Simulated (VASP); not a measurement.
Write the native input for VASP 6.6.1 that does the following.

* Task: single point
* Functional: PBE
* Potentials or basis: VASP PAW PBE potentials, release 64 (Te, S)
* Cutoff: 520 eV
* k mesh: 12 × 12 × 12
* Occupations: gaussian, width 0.02 eV
* Spin: no spin polarisation
* Dipole correction: no
* Further INCAR settings: ALGO = Normal; EDIFF = 1e-06; NBANDS = 16

The structure of TeS2 lies in POSCAR:

```
TeS2
1.0
    1.8585421121      1.0730297887      6.8766641440
   -1.8585421121      1.0730297887      6.8766641440
    0.0000000000     -2.1460595775      6.8766641440
Te S
1 2
Direct
    0.0000085027      0.0000085027      0.0000085027
    0.2510440921      0.2510440921      0.2510440921
    0.4156474052      0.4156474052      0.4156474052
```

The input as run:

INCAR

```
PREC     = Accurate       # precision mode
ENCUT    = 520            # plane-wave cutoff, eV
EDIFF    = 1E-6           # SCF threshold, eV
ISMEAR   = 0              # smearing method
SIGMA    = 0.02           # smearing width, eV
LREAL    = F              # projectors in reciprocal space
LASPH    = T              # aspherical terms in the spheres
NELM     = 100            # most SCF steps
ALGO     = Normal         # electronic algorithm
ISIF     = 2              # what is computed and relaxed
LWAVE    = F              # write WAVECAR
LCHARG   = F              # write CHGCAR
GGA      = PE             # functional
NBANDS   = 16             # bands
```

KPOINTS

```
Automatic mesh
0
Gamma
  12 12 12
```

Potentials or basis: VASP PAW PBE potentials, release 64 (Te, S).

Command:

```sh
$ cat potpaw_PBE.64/Te/POTCAR potpaw_PBE.64/S/POTCAR > POTCAR
$ mpirun -np 1 vasp_std > vasp.out
```

It gave:

* Pressure: -0.2 GPa
* Largest force: 0.023 eV/Å
* Band gap on the k mesh: 0.94 eV (least direct gap 1.31 eV)

Caveat: spin-orbit coupling is left out, which moves the levels of the heavy elements.

Wall time 16 min on 1 thread of Intel(R) Xeon(R) Platinum 8488C (Sapphire Rapids) (shared host), peak memory 0.53 GiB.
